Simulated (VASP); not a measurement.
Set up this calculation in VASP 6.6.1, as the native input.

* Task: single point
* Functional: PBE
* Potentials or basis: VASP PAW PBE potentials, release 64 (Zn, O)
* Cutoff: 520 eV
* k mesh: 9 × 9 × 4
* Occupations: gaussian, width 0.01 eV
* Spin: no spin polarisation
* Dipole correction: no
* Further INCAR settings: ALGO = Normal; EDIFF = 1e-06; NBANDS = 26

The structure of ZnO lies in POSCAR:

```
ZnO
1.0
    3.2462613205      0.0000000000      0.0000000000
   -1.6231306603      2.8113447709      0.0000000000
    0.0000000000      0.0000000000      5.2404300779
Zn O
2 2
Direct
    0.3333333333      0.6666666667     -0.0020276137
    0.6666666667      0.3333333333      0.4979723863
    0.3333333333      0.6666666667      0.3770276137
    0.6666666667      0.3333333333      0.8770276137
```

This cell differs from its parent crystal: volume changed by -3%.

These files were run (other wordings do the same):

INCAR

```
SYSTEM = ZnO
  ALGO = Normal
  EDIFF = 1E-6
  ENCUT = 520
  GGA = PE
  ISIF = 2
  ISMEAR = 0
  LASPH = .TRUE.
  LCHARG = .FALSE.
  LREAL = .FALSE.
  LWAVE = .FALSE.
  NBANDS = 26
  NELM = 60
  PREC = Accurate
  SIGMA = 0.01
```

KPOINTS

```
k-points
0
G
  9 9 4
  0 0 0
```

Potentials or basis: VASP PAW PBE potentials, release 64 (Zn, O).

Command:

```sh
$ cat potpaw_PBE.64/Zn/POTCAR potpaw_PBE.64/O/POTCAR > POTCAR
$ mpirun -np 1 vasp_std > vasp.out
```

Results of the run:

| Item | Value |
| --- | --- |
| Pressure | 5.3 GPa |
| Band gap on the k mesh | 0.77 eV, direct |

It took 38 s on 1 thread of Intel(R) Xeon(R) Platinum 8259CL CPU @ 2.50GHz (Skylake/Cascade Lake), on a shared host, peak memory 0.18 GiB.
